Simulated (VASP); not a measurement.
# Co (Fd-3m) in VASP: notebook, part 3 of 3

VASP 6.6.1.

## (5) Single point, r2SCAN

This run uses another cell than the first one, of 14.29 Å³/atom.

The input, POSCAR:

```
Co
1.0
    0.0000000000      2.4267328772      2.4267328772
    2.4267328772      0.0000000000      2.4267328772
    2.4267328772      2.4267328772      0.0000000000
Co
2
Direct
    0.1250000000      0.1250000000      0.1250000000
    0.8750000000      0.8750000000      0.8750000000
```

The input, INCAR.step1:

```
PREC     = Accurate       # precision mode
ENCUT    = 520            # plane-wave cutoff, eV
ISMEAR   = -1             # smearing method
SIGMA    = 0.1            # smearing width, eV
LREAL    = F              # projectors in reciprocal space
LASPH    = T              # aspherical terms in the spheres
NELM     = 100            # most SCF steps
NBANDS   = 16             # bands
GGA      = PE             # functional
ALGO     = Normal         # electronic algorithm
EDIFF    = 1E-4           # SCF threshold, eV
LWAVE    = T              # write WAVECAR
LCHARG   = F              # write CHGCAR
```

The input, INCAR.step2:

```
PREC     = Accurate       # precision mode
ENCUT    = 520            # plane-wave cutoff, eV
EDIFF    = 1E-6           # SCF threshold, eV
ISMEAR   = -1             # smearing method
SIGMA    = 0.1            # smearing width, eV
LREAL    = F              # projectors in reciprocal space
LASPH    = T              # aspherical terms in the spheres
NELM     = 100            # most SCF steps
ALGO     = Normal         # electronic algorithm
ISIF     = 2              # what is computed and relaxed
LWAVE    = F              # write WAVECAR
LCHARG   = T              # write CHGCAR
METAGGA  = R2SCAN         # meta-GGA
LMIXTAU  = T            
LELF     = T              # ELF
LVHAR    = T            
NBANDS   = 16             # bands
ISTART   = 1
```

The input, KPOINTS:

```
Automatic mesh
0
Gamma
  18 18 18
```

Potentials or basis: VASP PAW PBE potentials, release 64 (Co).

The run is started by

```
$ cat potpaw_PBE.64/Co/POTCAR > POTCAR
$ cp INCAR.step1 INCAR
$ mpirun -np 1 vasp_std > vasp.out
$ cp INCAR.step2 INCAR
$ mpirun -np 1 vasp_std > vasp.out
```

OUTCAR:

```text
PREC = Accurate
   ENCUT = 520
   EDIFF = 1E-6
   ISMEAR = -1
   LREAL = F
   LASPH = T
   NELM = 100
   ISIF = 2
   METAGGA = R2SCAN
   ISTART = 1

 ion  position               nearest neighbor table
   1  0.125  0.125  0.125-   2 2.10   2 2.10   2 2.10   2 2.10
   2  0.875  0.875  0.875-   1 2.10   1 2.10   1 2.10   1 2.10

  LATTYP: Found a face centered cubic cell.
 ALAT       =     4.8534657544

  Lattice vectors:

 A1 = (   0.0000000000,   2.4267328772,   2.4267328772)
 A2 = (   2.4267328772,   0.0000000000,   2.4267328772)
 A3 = (   2.4267328772,   2.4267328772,   0.0000000000)

Analysis of symmetry for initial positions (statically):
=====================================================================
 Subroutine PRICEL returns:
 Original cell was already a primitive cell.

 Routine SETGRP: Setting up the symmetry group for a
 face centered cubic supercell.

 Subroutine GETGRP returns: Found 48 space group operations
 (whereof 12 operations were pure point group operations)
 out of a pool of 48 trial point group operations.

The static configuration has the point symmetry D_3d.
 The point group associated with its full space group is O_h .

Analysis of symmetry for dynamics (positions and initial velocities):
=====================================================================
 Subroutine PRICEL returns:
 Original cell was already a primitive cell.

 Routine SETGRP: Setting up the symmetry group for a
 face centered cubic supercell.

 Subroutine GETGRP returns: Found 48 space group operations
 (whereof 12 operations were pure point group operations)
 out of a pool of 48 trial point group operations.

The dynamic configuration has the point symmetry D_3d.
 The point group associated with its full space group is O_h .

 Subroutine INISYM returns: Found 48 space group operations
 (whereof 12 operations are pure point group operations),
 and found     1 'primitive' translations

----------------------------------------------------------------------------------------

                                     Primitive cell

  volume of cell :      28.5822

  direct lattice vectors                    reciprocal lattice vectors
     0.000000000  2.426732877  2.426732877    -0.206038334  0.206038334  0.206038334
     2.426732877  0.000000000  2.426732877     0.206038334 -0.206038334  0.206038334
     2.426732877  2.426732877  0.000000000     0.206038334  0.206038334 -0.206038334

  length of vectors
     3.431918547  3.431918547  3.431918547     0.356868863  0.356868863  0.356868863

  position of ions in fractional coordinates (direct lattice)
     0.125000000  0.125000000  0.125000000
     0.875000000  0.875000000  0.875000000

  ion indices of the primitive-cell ions
   primitive index   ion index
                 1           1
                 2           2

----------------------------------------------------------------------------------------

 KPOINTS: Automatic mesh

Automatic generation of k-mesh.
 Grid dimensions read from file:
 generate k-points for:   18   18   18

 Generating k-lattice:

  Cartesian coordinates                     Fractional coordinates (reciprocal lattice)
    -0.011446574  0.011446574  0.011446574     0.055555556  0.000000000  0.000000000
     0.011446574 -0.011446574  0.011446574     0.000000000  0.055555556  0.000000000
     0.011446574  0.011446574 -0.011446574     0.000000000  0.000000000  0.055555556

  Length of vectors
     0.019826048  0.019826048  0.019826048

  Shift w.r.t. Gamma in fractional coordinates (k-lattice)
     0.000000000  0.000000000  0.000000000

 Subroutine IBZKPT returns following result:
 ===========================================

 Found    195 irreducible k-points:

 Following reciprocal coordinates:
            Coordinates               Weight
  0.000000  0.000000  0.000000      1.000000
  0.055556  0.000000  0.000000      8.000000
  0.111111  0.000000  0.000000      8.000000
  0.166667  0.000000  0.000000      8.000000
  0.222222  0.000000  0.000000      8.000000
  0.277778  0.000000  0.000000      8.000000
[... 16 lines left out ...]
 -0.277778  0.055556  0.000000     24.000000
 -0.222222  0.055556  0.000000     24.000000
 [... further k-points ...]
   k-points           NKPTS =    195   k-points in BZ     NKDIM =    195   number of bands    NBANDS=     16
   number of dos      NEDOS =    301   number of ions     NIONS =      2
   total plane-waves  NPLWV =  21952
   dimension x,y,z NGX =    28 NGY =   28 NGZ =   28
   dimension x,y,z NGXF=    56 NGYF=   56 NGZF=   56
   ions per type =               2
   NGX,Y,Z   is equivalent  to a cutoff of  13.56, 13.56, 13.56 a.u.
   NGXF,Y,Z  is equivalent  to a cutoff of  27.13, 27.13, 27.13 a.u.
 SYSTEM =  unknown system
   PREC   = accura    normal or accurate (medium, high low for compatibility)
   ISTART =      1    job   : 0-new  1-cont  2-samecut
   ICHARG =      0    charge: 1-file 2-atom 10-const
   ISPIN  =      1    spin polarized calculation?
   LNONCOLLINEAR =      F non collinear calculations
   LSORBIT =      F    spin-orbit coupling
   LASPH  =      T    aspherical Exc in radial PAW
   ENCUT  =  520.0 eV  38.22 Ry    6.18 a.u.   6.38  6.38  6.38*2*pi/ulx,y,z
   NELM   =    100;   NELMIN=  2; NELMDL=  0     # of ELM steps
   EDIFF  = 0.1E-05   stopping-criterion for ELM
   LREAL  =      F    real-space projection
   EDIFFG = 0.1E-04   stopping-criterion for IOM
   NSW    =      0    number of steps for IOM
   IBRION =     -1    ionic relax: 0-MD 1-quasi-New 2-CG
   NFREE  =      0    steps in history (QN), initial steepest desc. (CG)
   ISIF   =      2    stress and relaxation
   ISYM   =      2    0-nonsym 1-usesym 2-fastsym
   POTIM  = 0.5000    time-step for ionic-motion
   TEBEG  =    0.0;   TEEND  =   0.0 temperature during run
   PSTRESS=    0.0 pullay stress
   NELECT =      18.0000    total number of electrons
   NUPDOWN=      -1.0000    fix difference up-down
   EMIN   =  10.00;   EMAX   =-10.00  energy-range for DOS
   EFERMI =   0.00;   METHOD = LEGACY
   ISMEAR =    -1;   SIGMA  =   0.10  broadening in eV -4-tet -1-fermi 0-gaus
   EFERMI_NEDOS =   21; number of points for ismear=-14 and -15
   IALGO  =     38    algorithm
   IMIX   =      4    mixing-type and parameters
     AMIX     =   0.40;   BMIX     =  1.00
     AMIX_MAG =   1.60;   BMIX_MAG =  1.00
  volume/ion in A,a.u.               =      14.29        96.44
  Fermi-wavevector in a.u.,A,eV,Ry     =   1.403246  2.651750 26.791208  1.969098
  Thomas-Fermi vector in A             =   2.525927
   LORBIT       =      0    0 simple, 1 ext, 2 COOP (PROOUT), +10 PAW based schemes
   METAGGA = R2SCAN    functional components
   LHFCALC =     F    Hartree Fock is set to
   AEXX    =    0.0000 exact exchange contribution
   IVDW    =     0    specifies the selected vdW correction
   LEPSILON=     F    determine dielectric tensor
   LRPA    =     F    only Hartree local field effects (RPA)
 non-spin polarized calculation
  energy-cutoff  :      520.00
  volume of cell :       28.58
 maximum number of plane-waves:       785
 NGX is ok and might be reduce to    28
   NGX = 13   NGY = 13   NGZ = 13

 number of electron      17.9999998 magnetization

 Free energy of the ion-electron system (eV)
  ---------------------------------------------------
  ext. energy  EPLUGINS =         0.00000000
  ---------------------------------------------------
  free energy    TOTEN  =       -23.17273486 eV

  energy without entropy =      -23.04089137  energy(sigma->0) =      -23.10681311

 E-fermi :   6.6848     XC(G=0): -12.3544

 val. band max:        6.6830360169   @ k =   0.3889   0.1111   0.0000
 cond. band min:       6.6857763062   @ k =   0.3889   0.3889   0.0000
 fundamental gap:      0.0027402893
 Fermi energy:         6.6847685192

 k-point     1 :       0.0000    0.0000    0.0000
  band No.  band energies     occupation
      1      -0.6645      2.00000
      2       3.3450      2.00000
      3       3.3450      2.00000
      4       3.5372      2.00000
      5       3.5372      2.00000
      6       3.5372      2.00000
[... 8 lines left out ...]
     15      21.1152      0.00000
     16      21.1153      0.00000
[... 419 lines left out ...]
 k-point    24 :      -0.2222    0.0556    0.0000
  band No.  band energies     occupation
      1       0.5615      2.00000
      2       3.0619      2.00000
      3       3.2577      2.00000
      4       3.6354      2.00000
      5       3.8390      2.00000
      6       4.0080      2.00000
[... 8 lines left out ...]
     15      21.0548      0.00000
     16      22.0520      0.00000

 [... further k-points ...]

------------------------ aborting loop because EDIFF is reached ----------------------------------------

  FORCE on cell =-STRESS in cart. coord.  units (eV):
  Direction    XX          YY          ZZ          XY          YZ          ZX
  --------------------------------------------------------------------------------------
  -------------------------------------------------------------------------------------
  Total       -0.0773696     -0.0773696     -0.0773696      0.0000000      0.0000000      0.0000000
  in kB       -4.3369543     -4.3369543     -4.3369543      0.0000000      0.0000000      0.0000000
  external PRESSURE =      -4.3369543 kB  Pullay stress =       0.0000000 kB

 VOLUME and BASIS-vectors are now :
 -----------------------------------------------------------------------------
  energy-cutoff  :      520.00
  volume of cell :       28.58
      direct lattice vectors                 reciprocal lattice vectors
     0.000000000  2.426732877  2.426732877    -0.206038334  0.206038334  0.206038334
     2.426732877  0.000000000  2.426732877     0.206038334 -0.206038334  0.206038334
     2.426732877  2.426732877  0.000000000     0.206038334  0.206038334 -0.206038334

 POSITION                                       TOTAL-FORCE (eV/Angst)
 -----------------------------------------------------------------------------------
      0.60668      0.60668      0.60668         0.000000     -0.000000      0.000000
      4.24678      4.24678      4.24678        -0.000000      0.000000     -0.000000
 -----------------------------------------------------------------------------------
    total drift:                                0.000000      0.000000     -0.000000

  FREE ENERGIE OF THE ION-ELECTRON SYSTEM (eV)
  ---------------------------------------------------
  free  energy   TOTEN  =       -23.1727348574 eV

  energy  without entropy=      -23.0408913718  energy(sigma->0) =      -23.10681311
```

It took 3.2 min on 1 thread of AMD EPYC 9R45 (Zen 5), shared host; peak memory 0.19 GiB.

Results:

- Free energy: -23.1727 eV
- Pressure: -0.4 GPa
- Band gap on the k mesh: zero (bands 9 and 10 overlap by 0.85 eV)

Caveat: the PAW data sets were made with another functional, which shifts forces and pressure a little; the run has no spin polarisation, though such a crystal can be magnetic.

## (6) Relaxation of cell and atoms, r2SCAN

This run uses another cell than the first one, of 14.95 Å³/atom.

The input, POSCAR:

```
Co
1.0
    0.0000000000      2.4634331982      2.4634331982
    2.4634331982      0.0000000000      2.4634331982
    2.4634331982      2.4634331982      0.0000000000
Co
2
Direct
    0.1250000000      0.1250000000      0.1250000000
    0.8750000000      0.8750000000      0.8750000000
```

The input, INCAR.step1:

```
SYSTEM = Co
  ALGO = Normal
  EDIFF = 1E-4
  ENCUT = 600
  GGA = PE
  ISMEAR = -1
  LASPH = .True.
  LCHARG = .False.
  LREAL = .False.
  LWAVE = .True.
  NELM = 60
  PREC = Accurate
  SIGMA = 0.1
```

The input, INCAR.step2:

```
SYSTEM = Co
  ALGO = Normal
  EDIFF = 1E-6
  EDIFFG = -0.01
  ENCUT = 600
  IBRION = 2
  ISIF = 3
  ISMEAR = -1
  ISTART = 1
  LASPH = .True.
  LCHARG = .False.
  LMIXTAU = .True.
  LREAL = .False.
  LWAVE = .False.
  METAGGA = R2SCAN
  NELM = 60
  NSW = 80
  PREC = Accurate
  SIGMA = 0.1
```

The input, KPOINTS:

```
k-points
0
Gamma
  11 11 11
  0 0 0
```

Potentials or basis: VASP PAW PBE potentials, release 64 (Co).

The run is started by

```
$ cat potpaw_PBE.64/Co/POTCAR > POTCAR
$ cp INCAR.step1 INCAR
$ mpirun -np 1 vasp_std > vasp.out
$ cp INCAR.step2 INCAR
$ mpirun -np 1 vasp_std > vasp.out
```

Run time: 2.4 min. Hardware: 1 thread of AMD EPYC 9R45 (Zen 5), shared host; peak memory 0.15 GiB.

The run converged. Its results:

| Quantity | Value |
| --- | --- |
| Free energy | -23.1742 eV |
| Relaxed volume | 14.24 Å³/atom |
| Relaxed cell | a = 3.427 Å, b = 3.427 Å, c = 3.427 Å, α = 60.00°, β = 60.00°, γ = 60.00° |
| Space group after relaxing (to 0.1 Å) | Fd-3m (No. 227) |
| Energy gained by relaxing | 14.9 meV/atom |
| Ionic steps | 3 |
| Pressure after relaxing | 0.0 GPa |
| Band gap on the k mesh | zero (bands 9 and 10 overlap by 0.80 eV) |

Step by step:
| step | energy change (eV) | largest force (eV/Å) | pressure (GPa) | volume (Å³) |
| --- | --- | --- | --- | --- |
| 1 | 0.0000 | 0.0000 | -6.30 | 29.90 |
| 2 | -0.0112 | 0.0000 | 5.89 | 27.43 |
| 3 | -0.0298 | 0.0000 | 0.02 | 28.47 |

Final structure:
```
Co
1.0
     0.00000    2.42357    2.42357
     2.42357    0.00000    2.42357
     2.42357    2.42357    0.00000
Co
2
Direct
  0.12500 0.12500 0.12500
  0.87500 0.87500 0.87500
```

Levels at points of the mesh, in eV from the Fermi level:
| k point | band 7 | band 8 | band 9 | band 10 | band 11 | band 12 |
| --- | --- | --- | --- | --- | --- | --- |
| (0.00, 0.00, 0.00) | -1.11 | -1.11 | -1.11 | 0.27 | 0.27 | 14.22 |

Caveat: the PAW data sets were made with another functional, which shifts forces and pressure a little; the run has no spin polarisation, though such a crystal can be magnetic. Spin polarisation is off, so any magnetic state and its effect on volume and gap are missing.

## (7) The runs side by side

```tsv
task	cell	k mesh	cutoff (eV)	gap on the mesh (eV)	pressure (GPa)
single point	a = 3.477 Å, angles 60.0°, 2 atoms	13 × 13 × 13	520	none	-5.5
single point	a = 3.521 Å, angles 60.0°, 2 atoms	13 × 13 × 13	520	none	-9.6
single point	a = 3.564 Å, angles 60.0°, 2 atoms	13 × 13 × 13	520	none	-12.9
single point	a = 3.432 Å, angles 60.0°, 2 atoms	18 × 18 × 18	520	none	-0.4
relaxation of cell and atoms	relaxed from a = 3.484 Å, angles 60.0°, 2 atoms	11 × 11 × 11	600	none	0.0
```

Alike in all rows: level r2SCAN; potentials or basis VASP PAW PBE potentials, release 64 (Co); no spin polarisation; smearing fermi-dirac 0.1 eV.

Caveats: the PAW data sets were made with another functional, which shifts forces and pressure a little; the run has no spin polarisation, though such a crystal can be magnetic; the cell stands under tension (at least some runs).

Absolute energies hang on the potentials; compare differences alone.

The gap in the log of VASP goes by the Fermi energy; the results here count the filled bands.